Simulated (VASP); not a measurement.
# LiCl (P6_3mc) in VASP: further runs, part 2 of 2

VASP 6.6.1. Earlier steps stand in the parts before.

## 4. Single point, PBE

This run uses another cell than the first one, of 20.44 Å³/atom.

Contents of INCAR:

```
ALGO = Normal ; EDIFF = 1E-7
ENCUT = 520 ; GGA = PE
ISIF = 2 ; ISMEAR = 0
LASPH = T ; LCHARG = F
LREAL = F ; LWAVE = F
NBANDS = 18 ; NELM = 80
PREC = Accurate ; SIGMA = 0.01
```

Contents of KPOINTS:

```
k-points
0
Gamma
  6 6 2
```

Contents of POSCAR:

```
LiCl
1.0
    3.8937403922      0.0000000000      0.0000000000
   -1.9468701961      3.3720780954      0.0000000000
    0.0000000000      0.0000000000      6.2258774044
Li Cl
2 2
Direct
    0.6666666667      0.3333333333      0.8780761540
    0.3333333333      0.6666666667      0.3780761540
    0.6666666667      0.3333333333      0.4969248460
    0.3333333333      0.6666666667      0.9969248460
```

Potentials or basis: VASP PAW PBE potentials, release 64 (Li_sv, Cl).

The run is started by

```sh
$ cat potpaw_PBE.64/Li_sv/POTCAR potpaw_PBE.64/Cl/POTCAR > POTCAR
$ mpirun -np 1 vasp_std > vasp.out
```

OUTCAR:

```text
EDIFF = 1E-7
   ENCUT = 520
   GGA = PE
   ISIF = 2
   ISMEAR = 0
   LASPH = T
   LREAL = F
   NELM = 80
   PREC = Accurate

 ion  position               nearest neighbor table
   1  0.667  0.333  0.878-   4 2.37   4 2.37   4 2.37   3 2.37
   2  0.333  0.667  0.378-   3 2.37   3 2.37   3 2.37   4 2.37
   3  0.667  0.333  0.497-   2 2.37   2 2.37   2 2.37   1 2.37
   4  0.333  0.667  0.997-   1 2.37   1 2.37   1 2.37   2 2.37

  LATTYP: Found a hexagonal cell.
 ALAT       =     3.8937403922
 C/A-ratio  =     1.5989451728

  Lattice vectors:

 A1 = (   3.8937403922,   0.0000000000,   0.0000000000)
 A2 = (  -1.9468701961,   3.3720780954,   0.0000000000)
 A3 = (   0.0000000000,   0.0000000000,   6.2258774044)

Analysis of symmetry for initial positions (statically):
=====================================================================
 Subroutine PRICEL returns:
 Original cell was already a primitive cell.

 Routine SETGRP: Setting up the symmetry group for a
 hexagonal supercell.

 Subroutine GETGRP returns: Found 12 space group operations
 (whereof  6 operations were pure point group operations)
 out of a pool of 24 trial point group operations.

The static configuration has the point symmetry C_3v.
 The point group associated with its full space group is C_6v.

Analysis of symmetry for dynamics (positions and initial velocities):
=====================================================================
 Subroutine PRICEL returns:
 Original cell was already a primitive cell.

 Routine SETGRP: Setting up the symmetry group for a
 hexagonal supercell.

 Subroutine GETGRP returns: Found 12 space group operations
 (whereof  6 operations were pure point group operations)
 out of a pool of 24 trial point group operations.

The dynamic configuration has the point symmetry C_3v.
 The point group associated with its full space group is C_6v.

 Subroutine INISYM returns: Found 12 space group operations
 (whereof  6 operations are pure point group operations),
 and found     1 'primitive' translations

----------------------------------------------------------------------------------------

                                     Primitive cell

  volume of cell :      81.7457

  direct lattice vectors                    reciprocal lattice vectors
     3.893740392  0.000000000  0.000000000     0.256822464  0.148276518  0.000000000
    -1.946870196  3.372078095  0.000000000     0.000000000  0.296553037  0.000000000
     0.000000000  0.000000000  6.225877404     0.000000000  0.000000000  0.160619931

  length of vectors
     3.893740392  3.893740392  6.225877404     0.296553037  0.296553037  0.160619931

  position of ions in fractional coordinates (direct lattice)
     0.666666667  0.333333333  0.878076154
     0.333333333  0.666666667  0.378076154
     0.666666667  0.333333333  0.496924846
     0.333333333  0.666666667  0.996924846

  ion indices of the primitive-cell ions
   primitive index   ion index
                 1           1
                 2           2
                 3           3
                 4           4

----------------------------------------------------------------------------------------

[... 30 lines left out ...]
  0.166667  0.166667  0.000000      6.000000
  0.333333  0.166667  0.000000     12.000000
  0.333333  0.333333  0.000000      2.000000
  0.000000  0.000000  0.500000      1.000000
  0.166667 -0.000000  0.500000      6.000000
  0.333333  0.000000  0.500000      6.000000
  0.500000  0.000000  0.500000      3.000000
  0.166667  0.166667  0.500000      6.000000
  0.333333  0.166667  0.500000     12.000000
  0.333333  0.333333  0.500000      2.000000
   k-points           NKPTS =     14   k-points in BZ     NKDIM =     14   number of bands    NBANDS=     18
   number of dos      NEDOS =    301   number of ions     NIONS =      4
   total plane-waves  NPLWV =  43200
   dimension x,y,z NGX =    30 NGY =   30 NGZ =   48
   dimension x,y,z NGXF=    60 NGYF=   60 NGZF=   96
   ions per type =               2   2
   NGX,Y,Z   is equivalent  to a cutoff of  12.81, 12.81, 12.82 a.u.
   NGXF,Y,Z  is equivalent  to a cutoff of  25.62, 25.62, 25.63 a.u.
 SYSTEM =  unknown system
   PREC   = accura    normal or accurate (medium, high low for compatibility)
   ISTART =      0    job   : 0-new  1-cont  2-samecut
   ICHARG =      2    charge: 1-file 2-atom 10-const
   ISPIN  =      1    spin polarized calculation?
   LNONCOLLINEAR =      F non collinear calculations
   LSORBIT =      F    spin-orbit coupling
   LASPH  =      T    aspherical Exc in radial PAW
   ENCUT  =  520.0 eV  38.22 Ry    6.18 a.u.   7.24  7.24 11.58*2*pi/ulx,y,z
   NELM   =     80;   NELMIN=  2; NELMDL= -5     # of ELM steps
   EDIFF  = 0.1E-06   stopping-criterion for ELM
   LREAL  =      F    real-space projection
   EDIFFG = 0.1E-05   stopping-criterion for IOM
   NSW    =      0    number of steps for IOM
   IBRION =     -1    ionic relax: 0-MD 1-quasi-New 2-CG
   NFREE  =      0    steps in history (QN), initial steepest desc. (CG)
   ISIF   =      2    stress and relaxation
   ISYM   =      2    0-nonsym 1-usesym 2-fastsym
   POTIM  = 0.5000    time-step for ionic-motion
   TEBEG  =    0.0;   TEEND  =   0.0 temperature during run
   PSTRESS=    0.0 pullay stress
   NELECT =      20.0000    total number of electrons
   NUPDOWN=      -1.0000    fix difference up-down
   EMIN   =  10.00;   EMAX   =-10.00  energy-range for DOS
   EFERMI =   0.00;   METHOD = LEGACY
   ISMEAR =     0;   SIGMA  =   0.01  broadening in eV -4-tet -1-fermi 0-gaus
   EFERMI_NEDOS =   21; number of points for ismear=-14 and -15
   IALGO  =     38    algorithm
   IMIX   =      4    mixing-type and parameters
     AMIX     =   0.40;   BMIX     =  1.00
     AMIX_MAG =   1.60;   BMIX_MAG =  1.00
  volume/ion in A,a.u.               =      20.44       137.91
  Fermi-wavevector in a.u.,A,eV,Ry     =   1.023913  1.934915 14.264321  1.048398
  Thomas-Fermi vector in A             =   2.157672
   LORBIT       =      0    0 simple, 1 ext, 2 COOP (PROOUT), +10 PAW based schemes
   GGA     = PE    functional components
   LHFCALC =     F    Hartree Fock is set to
   AEXX    =    0.0000 exact exchange contribution
   IVDW    =     0    specifies the selected vdW correction
   LEPSILON=     F    determine dielectric tensor
   LRPA    =     F    only Hartree local field effects (RPA)
 non-spin polarized calculation
 Gauss-broadening in eV      SIGMA  =   0.01
  energy-cutoff  :      520.00
  volume of cell :       81.75
 maximum number of plane-waves:      2244
 NGX is ok and might be reduce to    30
   NGX = 15   NGY = 15   NGZ = 23

 number of electron      19.9999998 magnetization

 Free energy of the ion-electron system (eV)
  ---------------------------------------------------
  ext. energy  EPLUGINS =         0.00000000
  ---------------------------------------------------
  free energy    TOTEN  =       -14.86778748 eV

  energy without entropy =      -14.86778748  energy(sigma->0) =      -14.86778748

 E-fermi :  -0.9774     XC(G=0):  -7.7196

 val. band max:       -1.0933193222   @ k =   0.0000   0.0000   0.0000
 cond. band min:       4.9336090700   @ k =   0.0000   0.0000   0.0000
 fundamental gap:      6.0269283922
 Fermi energy:        -0.9773623413

 k-point     1 :       0.0000    0.0000    0.0000
  band No.  band energies     occupation
      1     -43.9911      2.00000
      2     -43.9896      2.00000
      3     -13.8891      2.00000
      4     -13.5659      2.00000
      5      -3.2056      2.00000
      6      -1.5103      2.00000
[... 271 lines left out ...]
      5      -2.6415      2.00000
      6      -2.6415      2.00000
[... 10 lines left out ...]
     17      11.3179      0.00000
     18      11.3179      0.00000

------------------------ aborting loop because EDIFF is reached ----------------------------------------

  FORCE on cell =-STRESS in cart. coord.  units (eV):
  Direction    XX          YY          ZZ          XY          YZ          ZX
  --------------------------------------------------------------------------------------
  -------------------------------------------------------------------------------------
  Total        0.3057118      0.3057118      0.3049193      0.0000000      0.0000000     -0.0000000
  in kB        5.9918042      5.9918042      5.9762713      0.0000000      0.0000000     -0.0000000
  external PRESSURE =       5.9866266 kB  Pullay stress =       0.0000000 kB

 VOLUME and BASIS-vectors are now :
 -----------------------------------------------------------------------------
  energy-cutoff  :      520.00
  volume of cell :       81.75
      direct lattice vectors                 reciprocal lattice vectors
     3.893740392  0.000000000  0.000000000     0.256822464  0.148276518  0.000000000
    -1.946870196  3.372078095  0.000000000     0.000000000  0.296553037  0.000000000
     0.000000000  0.000000000  6.225877404     0.000000000  0.000000000  0.160619931

 POSITION                                       TOTAL-FORCE (eV/Angst)
 -----------------------------------------------------------------------------------
      1.94687      1.12403      5.46679        -0.000000      0.000000      0.001050
     -0.00000      2.24805      2.35386         0.000000     -0.000000      0.001050
      1.94687      1.12403      3.09379         0.000000      0.000000     -0.001050
     -0.00000      2.24805      6.20673         0.000000      0.000000     -0.001050
 -----------------------------------------------------------------------------------
    total drift:                               -0.000000     -0.000000      0.000279

  FREE ENERGIE OF THE ION-ELECTRON SYSTEM (eV)
  ---------------------------------------------------
  free  energy   TOTEN  =       -14.8677874817 eV

  energy  without entropy=      -14.8677874817  energy(sigma->0) =      -14.86778748
```

It took 46 s on 1 thread of AMD EPYC 7R13, shared host; peak memory 0.16 GiB.

Results:

* Free energy: -14.8678 eV
* Band gap on the k mesh: 6.03 eV

Caveat: the k points lie up to 0.50 Å⁻¹ apart; the cutoff is under 1.25 times the usual one of these potentials, so pressure, stress and relaxed cells hold a basis-set (Pulay) error.

## 5. The runs side by side

| cell | gap on the mesh (eV) |
| --- | --- |
| a = 3.759, b = 3.759, c = 6.011 Å, angles 90.0, 90.0, 120.0°, 4 atoms | 6.41 |
| a = 3.828, b = 3.828, c = 6.120 Å, angles 90.0, 90.0, 120.0°, 4 atoms | 6.21 |
| a = 3.894, b = 3.894, c = 6.226 Å, angles 90.0, 90.0, 120.0°, 4 atoms | 6.03 |

Alike in all rows: task single point; level PBE; potentials or basis VASP PAW PBE potentials, release 64 (Li_sv, Cl); no spin polarisation; k mesh 6 × 6 × 2; cutoff (eV) 520; smearing gaussian 0.01 eV.

Caveats: all runs use coarse meshes; the cutoff is under 1.25 times the usual one of these potentials, so pressure, stress and relaxed cells hold a basis-set (Pulay) error.

Absolute energies hang on the potentials; compare differences alone.
